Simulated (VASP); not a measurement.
# ZnS (R3m) in VASP: notebook, part 2 of 3

VASP 6.6.1.

**3. Electric field gradients, PBEsol (equal xy, yz and zx shear strains of -1 %)**

File INCAR:

```
PREC     = Accurate       # precision mode
ENCUT    = 520            # plane-wave cutoff, eV
EDIFF    = 1E-8           # SCF threshold, eV
ISMEAR   = -1             # smearing method
SIGMA    = 0.01           # smearing width, eV
LREAL    = F              # projectors in reciprocal space
LASPH    = T              # aspherical terms in the spheres
NELM     = 100            # most SCF steps
ALGO     = Normal         # electronic algorithm
ISIF     = 2              # what is computed and relaxed
LWAVE    = F              # write WAVECAR
LCHARG   = F              # write CHGCAR
GGA      = PS             # functional
LEFG     = T            
NBANDS   = 16             # bands
```

File KPOINTS:

```
regular mesh
0
Gamma
  8 8 8
```

File POSCAR:

```
ZnS
1.0
   -0.0270465000      2.6911267500      2.6911267500
    2.6911267500     -0.0270465000      2.6911267500
    2.6911267500      2.6911267500     -0.0270465000
Zn S
1 1
Direct
    0.0000000000      0.0000000000      0.0000000000
    0.7500000000      0.7500000000      0.7500000000
```

Potentials or basis: VASP PAW PBE potentials, release 64 (Zn, S).

Launch:

```sh
cat potpaw_PBE.64/Zn/POTCAR potpaw_PBE.64/S/POTCAR > POTCAR
mpirun -np 1 vasp_std > vasp.out
```

OUTCAR:

```text
PREC = Accurate
   ENCUT = 520
   EDIFF = 1E-8
   ISMEAR = -1
   LREAL = F
   LASPH = T
   NELM = 100
   ISIF = 2
   GGA = PS

 ion  position               nearest neighbor table
   1  0.000  0.000  0.000-   2 2.32   2 2.35   2 2.35   2 2.35
   2  0.750  0.750  0.750-   1 2.32   1 2.35   1 2.35   1 2.35

  LATTYP: Found a trigonal (rhomboedric) cell.
 ALAT       =     3.8059240510
 COS(alpha) =     0.4899250057

  Lattice vectors:

 A1 = (  -0.0270465000,   2.6911267500,   2.6911267500)
 A2 = (   2.6911267500,  -0.0270465000,   2.6911267500)
 A3 = (   2.6911267500,   2.6911267500,  -0.0270465000)

Analysis of symmetry for initial positions (statically):
=====================================================================
 Subroutine PRICEL returns:
 Original cell was already a primitive cell.

 Routine SETGRP: Setting up the symmetry group for a
 trigonal (rhombohedral) supercell.

 Subroutine GETGRP returns: Found  6 space group operations
 (whereof  6 operations were pure point group operations)
 out of a pool of 12 trial point group operations.

The static configuration has the point symmetry C_3v.

Analysis of symmetry for dynamics (positions and initial velocities):
=====================================================================
 Subroutine PRICEL returns:
 Original cell was already a primitive cell.

 Routine SETGRP: Setting up the symmetry group for a
 trigonal (rhombohedral) supercell.

 Subroutine GETGRP returns: Found  6 space group operations
 (whereof  6 operations were pure point group operations)
 out of a pool of 12 trial point group operations.

The dynamic configuration has the point symmetry C_3v.

 Subroutine INISYM returns: Found  6 space group operations
 (whereof  6 operations are pure point group operations),
 and found     1 'primitive' translations

----------------------------------------------------------------------------------------

                                     Primitive cell

  volume of cell :      39.5668

  direct lattice vectors                    reciprocal lattice vectors
    -0.027046500  2.691126750  2.691126750    -0.183018043  0.184876094  0.184876094
     2.691126750 -0.027046500  2.691126750     0.184876094 -0.183018043  0.184876094
     2.691126750  2.691126750 -0.027046500     0.184876094  0.184876094 -0.183018043

  length of vectors
     3.805924051  3.805924051  3.805924051     0.319145647  0.319145647  0.319145647

  position of ions in fractional coordinates (direct lattice)
     0.000000000  0.000000000  0.000000000
     0.750000000  0.750000000  0.750000000

  ion indices of the primitive-cell ions
   primitive index   ion index
                 1           1
                 2           2

----------------------------------------------------------------------------------------

 KPOINTS: regular mesh

Automatic generation of k-mesh.
 Grid dimensions read from file:
 generate k-points for:    8    8    8
[... 64 lines left out ...]
   EDIFF  = 0.1E-07   stopping-criterion for ELM
   LREAL  =      F    real-space projection
   EDIFFG = 0.1E-06   stopping-criterion for IOM
   NSW    =      0    number of steps for IOM
   IBRION =     -1    ionic relax: 0-MD 1-quasi-New 2-CG
   NFREE  =      0    steps in history (QN), initial steepest desc. (CG)
   ISIF   =      2    stress and relaxation
   ISYM   =      2    0-nonsym 1-usesym 2-fastsym
   POTIM  = 0.5000    time-step for ionic-motion
   TEBEG  =    0.0;   TEEND  =   0.0 temperature during run
   PSTRESS=    0.0 pullay stress
   NELECT =      18.0000    total number of electrons
   NUPDOWN=      -1.0000    fix difference up-down
   EMIN   =  10.00;   EMAX   =-10.00  energy-range for DOS
   EFERMI =   0.00;   METHOD = LEGACY
   ISMEAR =    -1;   SIGMA  =   0.01  broadening in eV -4-tet -1-fermi 0-gaus
   EFERMI_NEDOS =   21; number of points for ismear=-14 and -15
   IALGO  =     38    algorithm
   IMIX   =      4    mixing-type and parameters
     AMIX     =   0.40;   BMIX     =  1.00
     AMIX_MAG =   1.60;   BMIX_MAG =  1.00
  volume/ion in A,a.u.               =      19.78       133.50
  Fermi-wavevector in a.u.,A,eV,Ry     =   1.259086  2.379328 21.569292  1.585298
  Thomas-Fermi vector in A             =   2.392664
   LORBIT       =      0    0 simple, 1 ext, 2 COOP (PROOUT), +10 PAW based schemes
   GGA     = PS    functional components
   LHFCALC =     F    Hartree Fock is set to
   AEXX    =    0.0000 exact exchange contribution
   IVDW    =     0    specifies the selected vdW correction
   LEPSILON=     F    determine dielectric tensor
   LRPA    =     F    only Hartree local field effects (RPA)
 non-spin polarized calculation
  energy-cutoff  :      520.00
  volume of cell :       39.57
 maximum number of plane-waves:      1076
   NGX = 15   NGY = 15   NGZ = 15

 number of electron      17.9999996 magnetization

 Free energy of the ion-electron system (eV)
  ---------------------------------------------------
  ext. energy  EPLUGINS =         0.00000000
  ---------------------------------------------------
  free energy    TOTEN  =        -7.57972627 eV

  energy without entropy =       -7.57972627  energy(sigma->0) =       -7.57972627

 E-fermi :   2.2625     XC(G=0):  -9.8361

 val. band max:        2.0199391665   @ k =   0.0000   0.0000   0.0000
 cond. band min:       3.9494820970   @ k =   0.0000   0.0000   0.0000
 fundamental gap:      1.9295429306
 Fermi energy:         2.2624677721

 k-point     1 :       0.0000    0.0000    0.0000
  band No.  band energies     occupation
      1     -11.1489      2.00000
      2      -4.3813      2.00000
      3      -4.3697      2.00000
      4      -4.3697      2.00000
      5      -3.8775      2.00000
      6      -3.8775      2.00000
[... 433 lines left out ...]
      3      -4.2738      2.00000
      4      -4.2482      2.00000
      5      -3.8949      2.00000
      6      -3.8459      2.00000
[... 8 lines left out ...]
     15      14.3232      0.00000
     16      15.2391      0.00000

 [... further k-points ...]
[... 5 lines left out ...]
  --------------------------------------------------------------------------------------
  -------------------------------------------------------------------------------------
  Total       -0.4841679     -0.4841679     -0.4841679      0.1680401      0.1680401      0.1680401
  in kB      -19.6054152    -19.6054152    -19.6054152      6.8044496      6.8044496      6.8044496
  external PRESSURE =     -19.6054152 kB  Pullay stress =       0.0000000 kB

 VOLUME and BASIS-vectors are now :
 -----------------------------------------------------------------------------
  energy-cutoff  :      520.00
  volume of cell :       39.57
      direct lattice vectors                 reciprocal lattice vectors
    -0.027046500  2.691126750  2.691126750    -0.183018043  0.184876094  0.184876094
     2.691126750 -0.027046500  2.691126750     0.184876094 -0.183018043  0.184876094
     2.691126750  2.691126750 -0.027046500     0.184876094  0.184876094 -0.183018043

 POSITION                                       TOTAL-FORCE (eV/Angst)
 -----------------------------------------------------------------------------------
      0.00000      0.00000      0.00000         0.054574      0.054574      0.054574
      4.01641      4.01641      4.01641        -0.054574     -0.054574     -0.054574
 -----------------------------------------------------------------------------------
    total drift:                                0.000009      0.000009      0.000009

  FREE ENERGIE OF THE ION-ELECTRON SYSTEM (eV)
  ---------------------------------------------------
  free  energy   TOTEN  =        -7.5797262706 eV

  energy  without entropy=       -7.5797262706  energy(sigma->0) =       -7.57972627

 Electric field gradients (V/A^2)
---------------------------------------------------------------------
 ion       V_xx      V_yy      V_zz      V_xy      V_xz      V_yz
---------------------------------------------------------------------
   1       0.000    -0.000     0.000    -3.175    -3.175    -3.175
   2      -0.000    -0.000    -0.000    -1.574    -1.574    -1.574
---------------------------------------------------------------------

 Electric field gradients after diagonalization (V/A^2)
 (convention: |V_zz| > |V_xx| > |V_yy|)
----------------------------------------------------------------------
 ion       V_xx      V_yy      V_zz     asymmetry (V_yy - V_xx)/ V_zz
----------------------------------------------------------------------
   1       3.175     3.175    -6.349       0.000
   2       1.574     1.574    -3.147       0.000
----------------------------------------------------------------------

           NMR quadrupolar parameters

 Cq : quadrupolar parameter    Cq=e*Q*V_zz/h
 eta: asymmetry parameters     (V_yy - V_xx)/ V_zz
 Q  : nuclear electric quadrupole moment in mb (millibarn)
----------------------------------------------------------------------
 ion       Cq(MHz)       eta       Q (mb)
----------------------------------------------------------------------
   1      -0.015       0.000       1.000
   2      -0.008       0.000       1.000
----------------------------------------------------------------------
```

It took 22 s on 1 thread of Intel Xeon 6975P-C (Granite Rapids), shared host; peak memory 0.17 GiB.

What came out:

* Free energy: -7.5797 eV
* Pressure: -2.0 GPa
* Largest force: 0.095 eV/Å
* Band gap on the k mesh: 1.93 eV, direct

Forces on the atoms (eV/Å):
```
Zn   0.055  0.055  0.055
S   -0.055 -0.055 -0.055
```

Stress tensor (GPa, compression positive):
```
-1.96  0.68  0.68
 0.68 -1.96  0.68
 0.68  0.68 -1.96
```

Electric field gradients, principal values (V/Å²):
| atom | least | middle | greatest (by size) |
| --- | --- | --- | --- |
| 1 Zn | 3.175 | 3.175 | -6.349 |
| 2 S | 1.574 | 1.574 | -3.147 |

Caveat: the cell differs from its parent crystal (equal xy, yz and zx shear strains of -1 %); without QUAD_EFG the Cq values of the log hold for a quadrupole moment of 1 mb, not for the nuclei; the PAW data sets were made with another functional, which shifts forces and pressure a little.

**4. Electric field gradients, PBEsol (equal xy, yz and zx shear strains of -1 %)**

File INCAR:

```
SYSTEM = ZnS
  PREC = Accurate
  ENCUT = 520
  EDIFF = 1E-8
  ISMEAR = -1
  SIGMA = 0.01
  LREAL = .False.
  LASPH = .True.
  NELM = 80
  ALGO = Normal
  ISIF = 2
  LWAVE = .False.
  LCHARG = .False.
  GGA = PS
  LEFG = .True.
  NBANDS = 16
```

File KPOINTS:

```
regular mesh
0
Gamma
  8 8 8
  0 0 0
```

POSCAR is that of step 3.

Potentials or basis: VASP PAW PBE potentials, release 64 (Zn, S).

Launch:

```sh
cat potpaw_PBE.64/Zn/POTCAR potpaw_PBE.64/S/POTCAR > POTCAR
mpirun -np 1 vasp_std > vasp.out
```

OUTCAR:

```text
SYSTEM = ZnS
   PREC = Accurate
   ENCUT = 520
   EDIFF = 1E-8
   ISMEAR = -1
   LREAL = .False.
   LASPH = .True.
   NELM = 80
   ISIF = 2
   GGA = PS

 ion  position               nearest neighbor table
   1  0.000  0.000  0.000-   2 2.32   2 2.35   2 2.35   2 2.35
   2  0.750  0.750  0.750-   1 2.32   1 2.35   1 2.35   1 2.35

  LATTYP: Found a trigonal (rhomboedric) cell.
 ALAT       =     3.8059240510
 COS(alpha) =     0.4899250057

  Lattice vectors:

 A1 = (  -0.0270465000,   2.6911267500,   2.6911267500)
 A2 = (   2.6911267500,  -0.0270465000,   2.6911267500)
 A3 = (   2.6911267500,   2.6911267500,  -0.0270465000)

Analysis of symmetry for initial positions (statically):
=====================================================================
 Subroutine PRICEL returns:
 Original cell was already a primitive cell.

 Routine SETGRP: Setting up the symmetry group for a
[... 644 lines left out ...]
  energy-cutoff  :      520.00
  volume of cell :       39.57
      direct lattice vectors                 reciprocal lattice vectors
    -0.027046500  2.691126750  2.691126750    -0.183018043  0.184876094  0.184876094
     2.691126750 -0.027046500  2.691126750     0.184876094 -0.183018043  0.184876094
     2.691126750  2.691126750 -0.027046500     0.184876094  0.184876094 -0.183018043

 POSITION                                       TOTAL-FORCE (eV/Angst)
 -----------------------------------------------------------------------------------
      0.00000      0.00000      0.00000         0.054574      0.054574      0.054574
      4.01641      4.01641      4.01641        -0.054574     -0.054574     -0.054574
 -----------------------------------------------------------------------------------
    total drift:                                0.000009      0.000009      0.000009

  FREE ENERGIE OF THE ION-ELECTRON SYSTEM (eV)
  ---------------------------------------------------
  free  energy   TOTEN  =        -7.5797262706 eV

  energy  without entropy=       -7.5797262706  energy(sigma->0) =       -7.57972627

 Electric field gradients (V/A^2)
---------------------------------------------------------------------
 ion       V_xx      V_yy      V_zz      V_xy      V_xz      V_yz
---------------------------------------------------------------------
   1       0.000    -0.000     0.000    -3.175    -3.175    -3.175
   2      -0.000    -0.000    -0.000    -1.574    -1.574    -1.574
---------------------------------------------------------------------

 Electric field gradients after diagonalization (V/A^2)
 (convention: |V_zz| > |V_xx| > |V_yy|)
----------------------------------------------------------------------
 ion       V_xx      V_yy      V_zz     asymmetry (V_yy - V_xx)/ V_zz
----------------------------------------------------------------------
   1       3.175     3.175    -6.349       0.000
   2       1.574     1.574    -3.147       0.000
----------------------------------------------------------------------

           NMR quadrupolar parameters

 Cq : quadrupolar parameter    Cq=e*Q*V_zz/h
 eta: asymmetry parameters     (V_yy - V_xx)/ V_zz
 Q  : nuclear electric quadrupole moment in mb (millibarn)
----------------------------------------------------------------------
 ion       Cq(MHz)       eta       Q (mb)
----------------------------------------------------------------------
   1      -0.015       0.000       1.000
   2      -0.008       0.000       1.000
----------------------------------------------------------------------
```

OSZICAR:

```text
N       E                     dE             d eps       ncg     rms          rms(c)
DAV:   1     0.890121057275E+02    0.89012E+02   -0.89707E+03  2080   0.135E+03
DAV:   2    -0.220134636901E+01   -0.91213E+02   -0.85068E+02  2376   0.260E+02
DAV:   3    -0.792297215666E+01   -0.57216E+01   -0.56951E+01  2600   0.637E+01
DAV:   4    -0.798388041863E+01   -0.60908E-01   -0.60893E-01  2576   0.677E+00
DAV:   5    -0.798460684510E+01   -0.72643E-03   -0.72641E-03  2600   0.716E-01    0.663E+00
DAV:   6    -0.760262614678E+01    0.38198E+00   -0.78176E-01  3056   0.322E+01    0.522E+00
DAV:   7    -0.758314468595E+01    0.19481E-01   -0.23065E-01  2536   0.471E+00    0.252E+00
DAV:   8    -0.757981805598E+01    0.33266E-02   -0.49965E-03  3040   0.874E-01    0.588E-01
DAV:   9    -0.757964678999E+01    0.17127E-03   -0.92024E-04  2488   0.265E-01    0.946E-02
DAV:  10    -0.757973558975E+01   -0.88800E-04   -0.16127E-04  2608   0.929E-02    0.270E-02
DAV:  11    -0.757972595951E+01    0.96302E-05   -0.27587E-05  2440   0.423E-02    0.673E-03
DAV:  12    -0.757972628902E+01   -0.32951E-06   -0.28923E-06  2672   0.181E-02    0.422E-03
DAV:  13    -0.757972627836E+01    0.10653E-07   -0.21740E-07  2512   0.373E-03    0.920E-04
DAV:  14    -0.757972627060E+01    0.77653E-08   -0.28105E-08  2816   0.372E-03
   1 F= -.75797263E+01 E0= -.75797263E+01  d E =-.293695E-13
```

stdout:

```text
POSCAR found type information on POSCAR ZnS
 POSCAR found :  2 types and       2 ions
 scaLAPACK will be used
 -----------------------------------------------------------------------------
|                                                                             |
|                                                                             |
|     You enforced a specific xc type in the INCAR file but a different       |
|     I HOPE YOU KNOW WHAT YOU ARE DOING!                                     |
|                                                                             |
 -----------------------------------------------------------------------------

 LDA part: xc-table for (Slater+PW92), standard interpolation
 POSCAR, INCAR and KPOINTS ok, starting setup
 FFT: planning ... GRIDC
 FFT: planning ... GRID_SOFT
 FFT: planning ... GRID
 WAVECAR not read
 entering main loop
ion   1

ion   2
```

It took 21 s on 1 thread of Intel Xeon 6975P-C (Granite Rapids), shared host; peak memory 0.18 GiB.

Results:

- Free energy: -7.5797 eV
- Pressure: -2.0 GPa
- Largest force: 0.095 eV/Å
- Band gap on the k mesh: 1.93 eV, direct

Forces in eV/Å, atoms in the order of the input:
```
Zn   0.055  0.055  0.055
S   -0.055 -0.055 -0.055
```

Stress tensor (GPa, compression positive):
```
-1.96  0.68  0.68
 0.68 -1.96  0.68
 0.68  0.68 -1.96
```

Electric field gradients, principal values (V/Å²):
| atom | least | middle | greatest (by size) |
| --- | --- | --- | --- |
| 1 Zn | 3.175 | 3.175 | -6.349 |
| 2 S | 1.574 | 1.574 | -3.147 |

Caveat: the cell differs from its parent crystal (equal xy, yz and zx shear strains of -1 %); without QUAD_EFG the Cq values of the log hold for a quadrupole moment of 1 mb, not for the nuclei; the PAW data sets were made with another functional, which shifts forces and pressure a little.

[end of part 2 of 3]
